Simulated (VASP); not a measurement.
Runs of VASP 6.6.1 on Al. The structure is that of space group I4_1/amd (No. 141), or close to it. The cells are those of the table. 

```csv
task,cell,k mesh for the DOS,occupations for the DOS,gap on the mesh (eV),pressure (GPa)
single point,"a = 3.500 Å, angles 96.9, 96.9, 139.6°, 2 atoms",-,-,none,51.5
single point,"a = 3.985 Å, angles 96.8, 96.8, 139.7°, 2 atoms",-,-,none,0.0
single point,"a = 3.666 Å, angles 96.8, 96.8, 139.6°, 2 atoms",-,-,none,(b)
single point,"a = 3.314 Å, angles 97.0, 97.0, 139.3°, 2 atoms",-,-,none,(a)
single point,"a = 2.994 Å, angles 97.1, 97.1, 138.9°, 2 atoms",-,-,none,261.0
single point,"a = 3.152 Å, angles 97.0, 97.0, 139.1°, 2 atoms",-,-,none,163.7
```

Alike in all rows: level PBE; potentials or basis VASP PAW PBE potentials, release 64 (Al); no spin polarisation; k mesh 16 × 16 × 16; cutoff (eV) 520; smearing fermi-dirac 0.05 eV.

Problem. Estimate the missing entries.

Solution. (a) 98.0; (b) 25.4.

A gap of «none» marks levels without a gap at the run's occupations.
